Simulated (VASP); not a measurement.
LiF, 2 atoms in the cell. It takes space group Pm-3m (No. 221, cubic). Conventional cell: a = 2.516 Å, b = 2.516 Å, c = 2.516 Å, α = 90.00°, β = 90.00°, γ = 90.00°. Li (site symmetry m-3m) has 8 F at 2.18 Å and 6 Li at 2.52 Å within 2.9 Å. F (site symmetry m-3m) has 8 Li at 2.18 Å and 6 F at 2.52 Å within 2.9 Å. 

* Program: VASP 6.6.1
* Task: single point
* Functional: PBE-based screened hybrid with 100 % exact exchange
* Potentials or basis: VASP PAW PBE potentials, release 64 (Li_sv, F)
* Cutoff: 520 eV
* k mesh: 4 × 4 × 4
* Occupations: gaussian, width 0.01 eV
* Spin: no spin polarisation
* Dipole correction: no
* Grid for exact exchange (PRECFOCK): Normal
* Share of exact exchange: 1
* Further INCAR settings: ALGO = Normal; EDIFF = 1e-06; NBANDS = 12
* Screening parameter: 0.3 1/Å

Potentials or basis: VASP PAW PBE potentials, release 64 (Li_sv, F).

Command:

```sh
$ cat potpaw_PBE.64/Li_sv/POTCAR potpaw_PBE.64/F/POTCAR > POTCAR
$ cp INCAR.step1 INCAR
$ mpirun -np 1 vasp_std > vasp.out
$ cp INCAR.step2 INCAR
$ mpirun -np 1 vasp_std > vasp.out
```

Hardware: 1 thread of AMD EPYC 9R45 96-Core Processor (Zen 5), with other jobs on the host.

Question: Estimate the wall time of this run.

Answer: Run time: 50 s on 1 thread of AMD EPYC 9R45 96-Core Processor (Zen 5), on a shared host, peak memory 0.19 GiB. Counts: k points 10.
